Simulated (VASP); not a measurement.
A run of VASP 6.6.1:

Contents of INCAR:

```
SYSTEM = Bi
PREC = Accurate
ENCUT = 600
EDIFF = 1E-6
ISMEAR = -1
SIGMA = 0.15
LREAL = .FALSE.
LASPH = .TRUE.
NELM = 60
ALGO = Normal
ISIF = 3
LWAVE = .FALSE.
LCHARG = .FALSE.
GGA = PS
IBRION = 2
NSW = 80
EDIFFG = -0.001
```

Contents of KPOINTS:

```
Automatic mesh
0
G
  16 16 16
  0 0 0
```

The input POSCAR:

```
Bi
1.0
   -1.9568224042      1.9568224042      1.9568224042
    1.9568224042     -1.9568224042      1.9568224042
    1.9568224042      1.9568224042     -1.9568224042
Bi
1
Direct
    0.0000000000      0.0000000000      0.0000000000
```

Potentials or basis: VASP PAW PBE potentials, release 64 (Bi_d).

Launch:

```bash
$ cat potpaw_PBE.64/Bi_d/POTCAR > POTCAR
$ mpirun -np 1 vasp_std > vasp.out
```

Hardware: 1 thread of AMD EPYC 7R43 64-Core Processor (Zen 3), with other jobs on the host.

How long does it take, and how much memory?

Run time: 100 s on 1 thread of AMD EPYC 7R43 64-Core Processor (Zen 3), with other jobs on the host, peak memory 0.17 GiB. Counts: scf iterations 28, k points 145, ion steps 5.
